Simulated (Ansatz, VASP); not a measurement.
## BaF2: VASP beside Ansatz

Contents of INCAR:

```
PREC = Accurate ; ENCUT = 600
EDIFF = 1E-7 ; ISMEAR = 0
SIGMA = 0.02 ; LREAL = F
LASPH = T ; NELM = 120
ALGO = Normal ; ISIF = 3
LWAVE = F ; LCHARG = F
GGA = PE ; IBRION = 2
NSW = 50 ; EDIFFG = -0.003
GGA_COMPAT = F ; NELMIN = 4
```

KPOINTS

```
regular mesh
0
Gamma
  6 6 6
```

POSCAR

```
BaF2
1.0
    0.0000000000      3.1354668366      3.1354668366
    3.1354668366      0.0000000000      3.1354668366
    3.1354668366      3.1354668366      0.0000000000
Ba F
1 2
Direct
    0.0000000000      0.0000000000      0.0000000000
    0.2500000000      0.2500000000      0.2500000000
    0.7500000000      0.7500000000      0.7500000000
```

Input for Ansatz:

```yaml
crystal:
  lattice:
    - [0.0, 3.1354668366, 3.1354668366]
    - [3.1354668366, 0.0, 3.1354668366]
    - [3.1354668366, 3.1354668366, 0.0]
  atoms:
    - { symbol: Ba, position: [0.0, 0.0, 0.0] }
    - { symbol: F, position: [0.25, 0.25, 0.25] }
    - { symbol: F, position: [0.75, 0.75, 0.75] }
basis: {}
kpoints:
  mp_grid: { grid: [6, 6, 6] }
hamiltonian:
  xc: pbe
  pseudopotentials: { kind: all_electron, lapw: {} }
scf:
  occupations: { method: gaussian, width: 0.02 }
output:
  forces: true
  stress: true
  eigenvalues: true
relax:
  adjacent_minimum: "off"
  f_tol: 0.003
  max_steps: 30
  cell: { stress_tol: 0.03 }
```

Alike in both runs: task relaxation of cell and atoms; functional PBE; k mesh 6 × 6 × 6; occupations gaussian, width 0.02 eV; no spin polarisation.

|  | VASP | Ansatz |
| --- | --- | --- |
| version | VASP 6.6.1 | Ansatz 0.2.0 |
| potentials or method | VASP PAW PBE potentials, release 64 (Ba_sv, F), cutoff 600 eV | scalar-relativistic, all-electron LAPW |

|  | VASP | Ansatz | Ansatz less VASP |
| --- | --- | --- | --- |
| gap on the k mesh at the Fermi level, each at its own relaxed structure (eV) | 6.60 | 6.74 | +0.137 |
| relaxed volume (Å³/atom) | 20.64 | 20.32 | -0.323 |
| relaxed length of the cell vector where the two differ most in proportion (Å) | 4.441 | 4.417 | -0.0233 |

Ansatz ran all-electron here, and VASP with PAW potentials.

Neither program's run includes spin-orbit coupling.
